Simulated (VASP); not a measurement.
# Sb (a cell with a defect): single point with PBEsol

Sb (a cell with a defect):

```
Sb
1.0
     9.25003    0.00000    0.00000
     0.00000    9.25003    0.00000
     0.00000    0.00000    9.25003
Sb
28
Direct
  0.23871 0.87052 0.94572
  0.81097 0.87998 0.18845
  0.78460 0.06844 0.59953
  0.84015 0.23703 0.99250
  0.89064 0.17679 0.30553
  0.16460 0.58486 0.81406
  0.23604 0.51727 0.10364
  0.00329 0.51351 0.42553
  0.68028 0.42616 0.39610
  0.52943 0.02119 0.22602
  0.11497 0.77287 0.23315
  0.07459 0.33066 0.65229
  0.16858 0.20650 0.97483
  0.23138 0.12535 0.27593
  0.46412 0.56637 0.72342
  0.51931 0.66962 0.01531
  0.44498 0.72891 0.33682
  0.41456 0.86603 0.62520
  0.91937 0.92858 0.91037
  0.49665 0.17306 0.51087
  0.45559 0.25275 0.83630
  0.55346 0.33571 0.10973
  0.32322 0.41319 0.42977
  0.77443 0.37334 0.70084
  0.81194 0.65686 0.83896
  0.88593 0.53038 0.10529
  0.71713 0.75621 0.50192
  0.56387 0.96563 0.90354
```

```yaml
Program: VASP 6.6.1
Task: single point
Functional: PBEsol
Potentials_or_basis: VASP PAW PBE potentials, release 64 (Sb)
Cutoff: 520 eV
k_mesh: 1 × 1 × 1
Occupations: fermi-dirac, width 0.15 eV
Spin: no spin polarisation
```

| Quantity | Value |
| --- | --- |
| Pressure | 1.3 GPa |
| Largest force | 1.640 eV/Å |

Forces on the atoms (eV/Å):
```
Sb  -0.247  1.201  0.252
Sb   0.496 -0.641  1.425
Sb   0.279 -0.098 -0.155
Sb  -0.029  0.343 -0.032
Sb   0.254 -0.279  0.593
Sb  -0.550  0.042  0.208
Sb  -0.260 -1.249 -0.331
Sb  -0.053  0.321 -0.909
Sb   0.345  0.259 -0.169
Sb  -0.555  0.896 -0.269
Sb   0.415  1.383  0.532
Sb   0.310 -0.768  0.391
Sb   0.476  0.003  0.036
Sb  -0.602 -0.684 -0.556
Sb  -0.311 -0.363 -0.197
Sb   0.421 -0.664  0.227
Sb  -0.585 -0.275 -0.164
Sb   0.454 -0.264  0.499
Sb  -0.385  1.059 -0.874
Sb   0.275 -1.401  0.490
Sb   0.018  0.166 -0.664
Sb  -0.259  0.300  0.088
Sb   0.112  1.314 -0.680
Sb  -0.440 -0.595  0.743
Sb  -0.140 -0.300 -0.630
Sb  -0.042  0.359  0.296
Sb   0.743 -0.005 -0.114
Sb  -0.142 -0.060 -0.036
```

Stress tensor (GPa, compression positive):
```
 2.73 -0.27  0.01
-0.27  0.73 -0.61
 0.01 -0.61  0.36
```

Levels at points of the mesh, in eV from the Fermi level:
```
           k point  band 67  band 68  band 69  band 70  band 71  band 72  band 73  band 74
(0.00, 0.00, 0.00)    -0.53    -0.44    -0.31    -0.17     0.07     0.42     0.65     1.22
```

Run time: 2.7 min on 1 thread of AMD EPYC 9R45 (Zen 5) (shared host), peak memory 0.58 GiB.

Caveat: the k points lie up to 0.68 Å⁻¹ apart; the atoms stand as in a frame of molecular dynamics; the PAW data sets were made with another functional, which shifts forces and pressure a little; spin-orbit coupling is left out, which moves the levels of the heavy elements.
